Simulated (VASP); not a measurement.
A run of VASP 6.6.1:

File POSCAR:

```
Ni
1.0
    2.3966650000      0.0000000000      0.0000000000
   -0.7988883083      2.2595974405      0.0000000000
   -0.7988883083     -1.1297986672      1.9568688164
Ni
1
Direct
    0.0000000000      0.0000000000      0.0000000000
```

The input INCAR.step1:

```
SYSTEM = Ni
PREC = Accurate ; ENCUT = 600
ISMEAR = -1 ; SIGMA = 0.1
LREAL = .False. ; LASPH = .True.
NELM = 150 ; ISPIN = 2
MAGMOM = 1.5 ; LMAXMIX = 4
GGA = PE ; ALGO = Normal
EDIFF = 1E-4 ; LWAVE = .True.
LCHARG = .False.
```

The input INCAR.step2:

```
SYSTEM = Ni
PREC = Accurate ; ENCUT = 600
EDIFF = 1E-6 ; ISMEAR = -1
SIGMA = 0.1 ; LREAL = .False.
LASPH = .True. ; NELM = 150
ALGO = Normal ; ISIF = 3
LWAVE = .False. ; LCHARG = .False.
ISPIN = 2 ; MAGMOM = 1.5
LORBIT = 11 ; LMAXMIX = 4
METAGGA = R2SCAN ; LMIXTAU = .True.
IVDW = 13 ; VDW_S6 = 1.0
VDW_S8 = 0.6018749 ; VDW_A1 = 0.51559235
VDW_A2 = 5.77342911 ; IBRION = 2
NSW = 80 ; EDIFFG = -0.01
ISTART = 1
```

Contents of KPOINTS:

```
Automatic mesh
0
Gamma
  15 15 15
  0 0 0
```

Potentials or basis: VASP PAW PBE potentials, release 64 (Ni).

Run with:

```bash
$ cat potpaw_PBE.64/Ni/POTCAR > POTCAR
$ cp INCAR.step1 INCAR
$ mpirun -np 1 vasp_std > vasp.out
$ cp INCAR.step2 INCAR
$ mpirun -np 1 vasp_std > vasp.out
```

Hardware: 1 thread of Intel(R) Xeon(R) Platinum 8488C (Sapphire Rapids) (shared host).

Question: Estimate the wall time of this run.

Answer: It took 3.5 min on 1 thread of Intel(R) Xeon(R) Platinum 8488C (Sapphire Rapids) (shared host), peak memory 0.16 GiB. Counts: k points 120, ion steps 3.
